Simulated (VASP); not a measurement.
# Os (Fm-3m) in VASP: a series of runs

Os is run at these levels: PBEsol; tasks: single point.

Program: VASP 6.6.1. These are calculated values, not measurements. Logs are shortened: lines on timing, memory, paths and dates and some standing lists are left out, and cuts for length are marked.

## 1. The cell of the first run

The structure is cubic, space group Fm-3m (No. 225). Conventional cell: a = 3.808 Å, b = 3.808 Å, c = 3.808 Å, α = 90.00°, β = 90.00°, γ = 90.00°. Os (site symmetry m-3m) has 12 Os at 2.69 Å within 3.6 Å.

This isn't the form of Os at room conditions, which is hcp.

## 2. Single point, PBEsol

The input, INCAR:

```
  ALGO = Normal
  EDIFF = 1E-6
  ENCUT = 520
  GGA = PS
  ISIF = 2
  ISMEAR = 0
  LASPH = True
  LCHARG = True
  LELF = True
  LREAL = False
  LVHAR = True
  LWAVE = False
  NBANDS = 10
  NELM = 100
  PREC = Accurate
  SIGMA = 0.05
```

The input, KPOINTS:

```
k-points
0
Gamma
  11 11 11
```

The input, POSCAR:

```
Os
1.0
    0.0000000000      1.9041192829      1.9041192829
    1.9041192829      0.0000000000      1.9041192829
    1.9041192829      1.9041192829      0.0000000000
Os
1
Direct
    0.0000000000      0.0000000000      0.0000000000
```

Potentials or basis: VASP PAW PBE potentials, release 64 (Os).

Command:

```bash
$ cat potpaw_PBE.64/Os/POTCAR > POTCAR
$ mpirun -np 1 vasp_std > vasp.out
```

OUTCAR:

```text
EDIFF = 1E-6
   ENCUT = 520
   GGA = PS
   ISIF = 2
   ISMEAR = 0
   LASPH = True
   LREAL = False
   NELM = 100
   PREC = Accurate

 ion  position               nearest neighbor table
   1  0.000  0.000  0.000-

  LATTYP: Found a face centered cubic cell.
 ALAT       =     3.8082385658

  Lattice vectors:

 A1 = (   0.0000000000,   1.9041192829,   1.9041192829)
 A2 = (   1.9041192829,   0.0000000000,   1.9041192829)
 A3 = (   1.9041192829,   1.9041192829,   0.0000000000)

Analysis of symmetry for initial positions (statically):
=====================================================================
 Subroutine PRICEL returns:
 Original cell was already a primitive cell.

 Routine SETGRP: Setting up the symmetry group for a
 face centered cubic supercell.

 Subroutine GETGRP returns: Found 48 space group operations
 (whereof 48 operations were pure point group operations)
 out of a pool of 48 trial point group operations.

The static configuration has the point symmetry O_h .

Analysis of symmetry for dynamics (positions and initial velocities):
=====================================================================
 Subroutine PRICEL returns:
 Original cell was already a primitive cell.

 Routine SETGRP: Setting up the symmetry group for a
 face centered cubic supercell.

 Subroutine GETGRP returns: Found 48 space group operations
 (whereof 48 operations were pure point group operations)
 out of a pool of 48 trial point group operations.

The dynamic configuration has the point symmetry O_h .

 Subroutine INISYM returns: Found 48 space group operations
 (whereof 48 operations are pure point group operations),
 and found     1 'primitive' translations

----------------------------------------------------------------------------------------

                                     Primitive cell

  volume of cell :      13.8074

  direct lattice vectors                    reciprocal lattice vectors
     0.000000000  1.904119283  1.904119283    -0.262588591  0.262588591  0.262588591
     1.904119283  0.000000000  1.904119283     0.262588591 -0.262588591  0.262588591
     1.904119283  1.904119283  0.000000000     0.262588591  0.262588591 -0.262588591

  length of vectors
     2.692831314  2.692831314  2.692831314     0.454816781  0.454816781  0.454816781

  position of ions in fractional coordinates (direct lattice)
     0.000000000  0.000000000  0.000000000

  ion indices of the primitive-cell ions
   primitive index   ion index
                 1           1

----------------------------------------------------------------------------------------

 KPOINTS: k-points

Automatic generation of k-mesh.
 Grid dimensions read from file:
 generate k-points for:   11   11   11

 Generating k-lattice:

  Cartesian coordinates                     Fractional coordinates (reciprocal lattice)
    -0.023871690  0.023871690  0.023871690     0.090909091  0.000000000  0.000000000
     0.023871690 -0.023871690  0.023871690     0.000000000  0.090909091  0.000000000
     0.023871690  0.023871690 -0.023871690     0.000000000  0.000000000  0.090909091

  Length of vectors
     0.041346980  0.041346980  0.041346980

  Shift w.r.t. Gamma in fractional coordinates (k-lattice)
     0.000000000  0.000000000  0.000000000

 Subroutine IBZKPT returns following result:
 ===========================================

 Found     56 irreducible k-points:

 Following reciprocal coordinates:
            Coordinates               Weight
  0.000000  0.000000  0.000000      1.000000
  0.090909  0.000000  0.000000      8.000000
  0.181818  0.000000  0.000000      8.000000
  0.272727  0.000000  0.000000      8.000000
  0.363636  0.000000  0.000000      8.000000
  0.454545  0.000000  0.000000      8.000000
[... 16 lines left out ...]
 -0.272727  0.181818  0.000000     24.000000
 -0.181818  0.181818  0.000000     12.000000
 [... further k-points ...]
   k-points           NKPTS =     56   k-points in BZ     NKDIM =     56   number of bands    NBANDS=     10
   number of dos      NEDOS =    301   number of ions     NIONS =      1
   total plane-waves  NPLWV =   8000
   dimension x,y,z NGX =    20 NGY =   20 NGZ =   20
   dimension x,y,z NGXF=    40 NGYF=   40 NGZF=   40
   ions per type =               1
   NGX,Y,Z   is equivalent  to a cutoff of  12.35, 12.35, 12.35 a.u.
   NGXF,Y,Z  is equivalent  to a cutoff of  24.69, 24.69, 24.69 a.u.
 SYSTEM =  unknown system
   PREC   = accura    normal or accurate (medium, high low for compatibility)
   ISTART =      0    job   : 0-new  1-cont  2-samecut
   ICHARG =      2    charge: 1-file 2-atom 10-const
   ISPIN  =      1    spin polarized calculation?
   LNONCOLLINEAR =      F non collinear calculations
   LSORBIT =      F    spin-orbit coupling
   LASPH  =      T    aspherical Exc in radial PAW
   ENCUT  =  520.0 eV  38.22 Ry    6.18 a.u.   5.01  5.01  5.01*2*pi/ulx,y,z
   NELM   =    100;   NELMIN=  2; NELMDL= -5     # of ELM steps
   EDIFF  = 0.1E-05   stopping-criterion for ELM
   LREAL  =      F    real-space projection
   EDIFFG = 0.1E-04   stopping-criterion for IOM
   NSW    =      0    number of steps for IOM
   IBRION =     -1    ionic relax: 0-MD 1-quasi-New 2-CG
   NFREE  =      0    steps in history (QN), initial steepest desc. (CG)
   ISIF   =      2    stress and relaxation
   ISYM   =      2    0-nonsym 1-usesym 2-fastsym
   POTIM  = 0.5000    time-step for ionic-motion
   TEBEG  =    0.0;   TEEND  =   0.0 temperature during run
   PSTRESS=    0.0 pullay stress
   NELECT =       8.0000    total number of electrons
   NUPDOWN=      -1.0000    fix difference up-down
   EMIN   =  10.00;   EMAX   =-10.00  energy-range for DOS
   EFERMI =   0.00;   METHOD = LEGACY
   ISMEAR =     0;   SIGMA  =   0.05  broadening in eV -4-tet -1-fermi 0-gaus
   EFERMI_NEDOS =   21; number of points for ismear=-14 and -15
   IALGO  =     38    algorithm
   IMIX   =      4    mixing-type and parameters
     AMIX     =   0.40;   BMIX     =  1.00
     AMIX_MAG =   1.60;   BMIX_MAG =  1.00
  volume/ion in A,a.u.               =      13.81        93.18
  Fermi-wavevector in a.u.,A,eV,Ry     =   1.364795  2.579088 25.343092  1.862665
  Thomas-Fermi vector in A             =   2.491079
   LORBIT       =      0    0 simple, 1 ext, 2 COOP (PROOUT), +10 PAW based schemes
   GGA     = PS    functional components
   LHFCALC =     F    Hartree Fock is set to
   AEXX    =    0.0000 exact exchange contribution
   IVDW    =     0    specifies the selected vdW correction
   LEPSILON=     F    determine dielectric tensor
   LRPA    =     F    only Hartree local field effects (RPA)
 non-spin polarized calculation
 Gauss-broadening in eV      SIGMA  =   0.05
  energy-cutoff  :      520.00
  volume of cell :       13.81
 maximum number of plane-waves:       379
   NGX =  9   NGY =  9   NGZ =  9

 number of electron       7.9999999 magnetization

 Free energy of the ion-electron system (eV)
  ---------------------------------------------------
  ext. energy  EPLUGINS =         0.00000000
  ---------------------------------------------------
  free energy    TOTEN  =       -12.09545012 eV

  energy without entropy =      -12.09477462  energy(sigma->0) =      -12.09511237

 E-fermi :   9.2608     XC(G=0): -14.2279

 val. band max:        9.2404499164   @ k =   0.1818   0.0000   0.0000
 cond. band min:       9.3144929672   @ k =   0.0909   0.0000   0.0000
 fundamental gap:      0.0740430508
 Fermi energy:         9.2608104249

 k-point     1 :       0.0000    0.0000    0.0000
  band No.  band energies     occupation
      1      -1.6094      2.00000
      2       6.3113      2.00000
      3       6.3113      2.00000
      4       6.3113      2.00000
      5       9.4359      0.00000
      6       9.4359      0.00000
      7      23.6591      0.00000
      8      29.5231      0.00000
      9      29.5231      0.00000
     10      29.5231      0.00000

 k-point     2 :       0.0909    0.0000    0.0000
  band No.  band energies     occupation
      1      -1.2206      2.00000
      2       6.0817      2.00000
      3       6.4839      2.00000
      4       6.4839      2.00000
      5       9.3145      0.12892
      6       9.3145      0.12892
      7      24.3770      0.00000
      8      27.8518      0.00000
      9      30.2196      0.00000
     10      30.2196      0.00000

 k-point     3 :       0.1818    0.0000    0.0000
  band No.  band energies     occupation
      1      -0.1860      2.00000
      2       5.6601      2.00000
      3       6.7927      2.00000
      4       6.7927      2.00000
      5       9.2404      1.43531
      6       9.2404      1.43531
      7      25.1133      0.00000
      8      26.4439      0.00000
      9      32.1571      0.00000
     10      32.1571      0.00000

 k-point     4 :       0.2727    0.0000    0.0000
  band No.  band energies     occupation
      1       0.9738      2.00000
      2       5.7586      2.00000
      3       6.7383      2.00000
      4       6.7383      2.00000
      5       9.8280      0.00000
      6       9.8280      0.00000
      7      23.0759      0.00000
      8      26.9874      0.00000
      9      34.3417      0.00000
     10      34.6867      0.00000

 k-point     5 :       0.3636    0.0000    0.0000
  band No.  band energies     occupation
      1       1.4958      2.00000
      2       6.4104      2.00000
      3       6.4104      2.00000
      4       7.0818      2.00000
      5      10.9221      0.00000
      6      10.9221      0.00000
      7      20.9747      0.00000
      8      24.8174      0.00000
      9      32.2209      0.00000
     10      32.2209      0.00000

 k-point     6 :       0.4545    0.0000    0.0000
  band No.  band energies     occupation
      1       1.5336      2.00000
      2       6.1742      2.00000
      3       6.1742      2.00000
      4       8.8084      2.00000
      5      11.7877      0.00000
      6      11.7877      0.00000
      7      18.9375      0.00000
      8      23.3430      0.00000
      9      30.1911      0.00000
     10      30.1911      0.00000
[... 183 lines left out ...]
 k-point    21 :      -0.4545    0.1818    0.0000
  band No.  band energies     occupation
      1       2.6638      2.00000
      2       5.0081      2.00000
      3       6.9291      2.00000
      4       7.2973      2.00000
      5      11.7687      0.00000
      6      14.9396      0.00000
      7      17.8526      0.00000
      8      25.4388      0.00000
      9      28.6104      0.00000
     10      29.0567      0.00000

 k-point    22 :      -0.3636    0.1818    0.0000
  band No.  band energies     occupation
      1       2.8104      2.00000
      2       5.2165      2.00000
      3       6.5536      2.00000
      4       7.2521      2.00000
      5      10.6373      0.00000
      6      14.3589      0.00000
      7      19.6308      0.00000
      8      25.7118      0.00000
      9      27.3980      0.00000
     10      31.4551      0.00000

 k-point    23 :      -0.2727    0.1818    0.0000
  band No.  band energies     occupation
      1       2.7394      2.00000
      2       5.2825      2.00000
      3       5.7735      2.00000
      4       7.4743      2.00000
      5       9.2065      1.87544
      6      13.1247      0.00000
      7      22.4438      0.00000
      8      26.7751      0.00000
      9      27.8376      0.00000
     10      32.5664      0.00000

 k-point    24 :      -0.1818    0.1818    0.0000
  band No.  band energies     occupation
      1       1.7765      2.00000
      2       4.9341      2.00000
      3       6.4139      2.00000
      4       7.9445      2.00000
      5       7.9468      2.00000
      6      11.5592      0.00000
      7      24.4218      0.00000
      8      28.3082      0.00000
      9      29.6602      0.00000
     10      30.1594      0.00000

 [... further k-points ...]

------------------------ aborting loop because EDIFF is reached ----------------------------------------

  FORCE on cell =-STRESS in cart. coord.  units (eV):
  Direction    XX          YY          ZZ          XY          YZ          ZX
  --------------------------------------------------------------------------------------
  -------------------------------------------------------------------------------------
  Total        0.4327780      0.4327780      0.4327780     -0.0000000      0.0000000      0.0000000
  in kB       50.2184460     50.2184460     50.2184460     -0.0000000      0.0000000      0.0000000
  external PRESSURE =      50.2184460 kB  Pullay stress =       0.0000000 kB

 VOLUME and BASIS-vectors are now :
 -----------------------------------------------------------------------------
  energy-cutoff  :      520.00
  volume of cell :       13.81
      direct lattice vectors                 reciprocal lattice vectors
     0.000000000  1.904119283  1.904119283    -0.262588591  0.262588591  0.262588591
     1.904119283  0.000000000  1.904119283     0.262588591 -0.262588591  0.262588591
     1.904119283  1.904119283  0.000000000     0.262588591  0.262588591 -0.262588591

 POSITION                                       TOTAL-FORCE (eV/Angst)
 -----------------------------------------------------------------------------------
      0.00000      0.00000      0.00000         0.000000     -0.000000      0.000000
 -----------------------------------------------------------------------------------
    total drift:                               -0.000000     -0.000000      0.000000

  FREE ENERGIE OF THE ION-ELECTRON SYSTEM (eV)
  ---------------------------------------------------
  free  energy   TOTEN  =       -12.0954501153 eV

  energy  without entropy=      -12.0947746250  energy(sigma->0) =      -12.09511237
```

It took 15 s on 1 thread of AMD EPYC 7R13, shared host; peak memory 0.1 GiB.

What came out:

```
Free energy            : -12.0955 eV
Pressure               : 5.0 GPa
Band gap on the k mesh : zero (bands 4 and 5 overlap by 4.08 eV)
```

Levels at points of the mesh, in eV from the Fermi level:
| k point | band 1 | band 2 | band 3 | band 4 | band 5 | band 6 | band 7 | band 8 | band 9 |
| --- | --- | --- | --- | --- | --- | --- | --- | --- | --- |
| (0.00, 0.00, 0.00) | -10.87 | -2.95 | -2.95 | -2.95 | 0.18 | 0.18 | 14.40 | 20.26 | 20.26 |

Caveat: the cell stands under pressure; the PAW data sets were made with another functional, which shifts forces and pressure a little; spin-orbit coupling is left out, which moves the levels of the heavy elements.

## 3. Single point, PBEsol

This run uses another cell than the first one, of 13.95 Å³/atom.

The input, INCAR:

```
PREC = Accurate
ENCUT = 520
EDIFF = 1E-6
ISMEAR = 0
SIGMA = 0.05
LREAL = False
LASPH = True
NELM = 80
ALGO = Normal
ISIF = 2
LWAVE = False
LCHARG = False
GGA = PS
NBANDS = 10
```

The input, KPOINTS:

```
Automatic mesh
0
Gamma
  11 11 11
```

The input, POSCAR:

```
Os
1.0
    0.0000000000      1.9105089928      1.9105089928
    1.9105089928      0.0000000000      1.9105089928
    1.9105089928      1.9105089928      0.0000000000
Os
1
Direct
    0.0000000000      0.0000000000      0.0000000000
```

Potentials or basis: VASP PAW PBE potentials, release 64 (Os).

Command:

```bash
$ cat potpaw_PBE.64/Os/POTCAR > POTCAR
$ mpirun -np 1 vasp_std > vasp.out
```

Wall time 13 s (1 thread of AMD EPYC 7R13, shared host); peak memory 0.1 GiB.

The run converged. Its results:

* Free energy: -12.0980 eV
* Pressure: 0.5 GPa
* Band gap on the k mesh: zero (bands 4 and 5 overlap by 4.01 eV)

Levels at points of the mesh, in eV from the Fermi level:
| k point | band 2 | band 3 | band 4 | band 5 | band 6 | band 7 |
| --- | --- | --- | --- | --- | --- | --- |
| (0.00, 0.00, 0.00) | -2.91 | -2.91 | -2.91 | 0.17 | 0.17 | 14.40 |

Caveat: the PAW data sets were made with another functional, which shifts forces and pressure a little; spin-orbit coupling is left out, which moves the levels of the heavy elements.

## 4. Single point, PBEsol

This run uses another cell than the first one, of 14.09 Å³/atom.

The input, INCAR:

```
SYSTEM = Os
ALGO = Normal
EDIFF = 1E-6
ENCUT = 520
GGA = PS
ISIF = 2
ISMEAR = 0
LASPH = .TRUE.
LCHARG = .FALSE.
LREAL = .FALSE.
LWAVE = .FALSE.
NBANDS = 10
NELM = 80
PREC = Accurate
SIGMA = 0.05
```

The input, KPOINTS:

```
k-points
0
G
  11 11 11
  0 0 0
```

The input, POSCAR:

```
Os
1.0
    0.0000000000      1.9168562454      1.9168562454
    1.9168562454      0.0000000000      1.9168562454
    1.9168562454      1.9168562454      0.0000000000
Os
1
Direct
    0.0000000000      0.0000000000      0.0000000000
```

Command:

```bash
$ cat potpaw_PBE.64/Os/POTCAR > POTCAR
$ mpirun -np 1 vasp_std > vasp.out
```

Run time: 12 s. Hardware: 1 thread of AMD EPYC 7R13, shared host; peak memory 0.1 GiB.

The run converged. Its results:

| Item | Value |
| --- | --- |
| Free energy | -12.0966 eV |
| Pressure | -3.8 GPa |
| Band gap on the k mesh | zero (bands 4 and 5 overlap by 3.94 eV) |

Levels at points of the mesh, in eV from the Fermi level:
```
           k point  band 1  band 2  band 3  band 4  band 5  band 6  band 7  band 8  band 9
(0.00, 0.00, 0.00)  -10.69   -2.86   -2.86   -2.86    0.16    0.16   14.41   20.15   20.15
```

Caveat: the cell stands under tension; the PAW data sets were made with another functional, which shifts forces and pressure a little; spin-orbit coupling is left out, which moves the levels of the heavy elements.

## 5. Summary

```csv
cell,gap on the mesh (eV),pressure (GPa)
"a = 2.693 Å, angles 60.0°, 1 atom",none,5.0
"a = 2.702 Å, angles 60.0°, 1 atom",none,0.5
"a = 2.711 Å, angles 60.0°, 1 atom",none,-3.8
```

Alike in all rows: task single point; level PBEsol; potentials or basis VASP PAW PBE potentials, release 64 (Os); no spin polarisation; k mesh 11 × 11 × 11; cutoff (eV) 520; smearing gaussian 0.05 eV.

Caveats: the PAW data sets were made with another functional, which shifts forces and pressure a little; spin-orbit coupling is left out, which moves the levels of the heavy elements; the cell stands under pressure (at least some runs); the cell stands under tension (at least some runs).

Absolute energies hang on the potentials; compare differences alone.
